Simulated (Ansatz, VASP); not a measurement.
## GaAs in VASP and in Ansatz

The input INCAR:

```
SYSTEM = GaAs
PREC = Accurate
ENCUT = 500
EDIFF = 1E-6
ISMEAR = 0
SIGMA = 0.03
LREAL = .FALSE.
LASPH = .TRUE.
NELM = 120
ALGO = Normal
ISIF = 2
LWAVE = .FALSE.
LCHARG = .FALSE.
GGA = PE
NBANDS = 16
GGA_COMPAT = .FALSE.
```

The input KPOINTS:

```
regular mesh
0
G
  10 10 10
  0 0 0
```

POSCAR

```
GaAs
1.0
    0.0000000000      2.8008749607      3.0163268808
    2.8008749607      0.0000000000      3.0163268808
    2.8008749607      2.8008749607      0.0000000000
Ga As
1 1
Direct
    0.0000000000      0.0000000000      0.0000000000
    0.7500000000      0.7500000000      0.7500000000
```

Input for Ansatz:

```yaml
crystal:
  lattice:
    - [0.0, 2.8008749607, 3.0163268808]
    - [2.8008749607, 0.0, 3.0163268808]
    - [2.8008749607, 2.8008749607, 0.0]
  atoms:
    - { symbol: Ga, position: [0.0, 0.0, 0.0] }
    - { symbol: As, position: [0.75, 0.75, 0.75] }
basis:
  ecutwfc: 420
kpoints:
  mp_grid: { grid: [10, 10, 10] }
hamiltonian:
  xc: pbe
scf:
  occupations: { method: gaussian, width: 0.03 }
output:
  forces: true
  stress: true
  eigenvalues: true
```

Change from the starting cell: strain -0.025 along x and y, +0.050 along z, atoms carried along.

Alike in both runs: task single point; functional PBE; k mesh 10 × 10 × 10; occupations gaussian, width 0.03 eV; no spin polarisation.

|  | VASP | Ansatz |
| --- | --- | --- |
| version | VASP 6.6.1 | Ansatz 0.2.0 |
| potentials or method | VASP PAW PBE potentials, release 64 (Ga_d, As), cutoff 500 eV | scalar-relativistic, plane waves, PAW |
| valence electrons in the cell | 18 | 28 |

```csv
,VASP,Ansatz,Ansatz less VASP
gap on the k mesh at the Fermi level (eV),none,none,-
pressure (GPa),0.2,0.1,-0.14
"traceless stress, the component that is largest in VASP (GPa)",-3.21,-3.22,-0.008
```

A gap of «none» marks a metal or a gap that the smearing closes. The functional is the same, so the differences come from potentials, cutoffs and numerics. VASP's potentials hold 18 valence electrons a cell and Ansatz's 28, so a difference there can come from the potentials and not from the codes.
